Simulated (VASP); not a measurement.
Write the native input for VASP 6.6.1 that does the following.

```
Task                   : single point
Functional             : PBEsol
Potentials or basis    : VASP PAW PBE potentials, release 64 (Si, O)
Cutoff                 : 520 eV
k mesh                 : 6 × 6 × 4
Occupations            : gaussian, width 0.05 eV
Spin                   : no spin polarisation
Dipole correction      : no
Further INCAR settings : ALGO = Normal; EDIFF = 1e-06; NBANDS = 34
```

The structure of SiO2 lies in POSCAR:

```
SiO2
1.0
    5.3469344280      0.0000000000      0.0000000000
   -2.6734672140      4.6305810470      0.0000000000
    0.0000000000      0.0000000000      5.5583697557
Si O
3 6
Direct
    0.0000000000      0.5000000000      0.3333333333
    0.5000000000      0.5000000000      0.6666666667
    0.5000000000      0.0000000000      0.0000000000
    0.5845091965      0.7922545982      0.8333333333
    0.7922545982      0.5845091965      0.5000000000
    0.7922545982      0.2077454018      0.1666666667
    0.4154908035      0.2077454018      0.8333333333
    0.2077454018      0.4154908035      0.5000000000
    0.2077454018      0.7922545982      0.1666666667
```

This cell differs from its parent crystal: strain +0.0525 x Voigt [1, 1, 0, 0, 0, 0].

The input as run:

INCAR

```
PREC = Accurate ; ENCUT = 520
EDIFF = 1E-6 ; ISMEAR = 0
SIGMA = 0.05 ; LREAL = False
LASPH = True ; NELM = 100
ALGO = Normal ; ISIF = 2
LWAVE = False ; LCHARG = False
GGA = PS ; NBANDS = 34
```

KPOINTS

```
Automatic mesh
0
Gamma
  6 6 4
```

Potentials or basis: VASP PAW PBE potentials, release 64 (Si, O).

The run is started by

```bash
$ cat potpaw_PBE.64/Si/POTCAR potpaw_PBE.64/O/POTCAR > POTCAR
$ mpirun -np 1 vasp_std > vasp.out
```

Results of the run:

```
Pressure               : -14.7 GPa
Largest force          : 0.706 eV/Å
Band gap on the k mesh : 4.77 eV, indirect (least direct gap 5.04 eV)
```

Caveat: the cell differs from its parent crystal (strain +0.0525 x Voigt [1, 1, 0, 0, 0, 0]); the PAW data sets were made with another functional, which shifts forces and pressure a little.

Run time: 35 s on 1 thread of Intel(R) Xeon(R) 6975P-C (Granite Rapids) (shared host), peak memory 0.27 GiB.
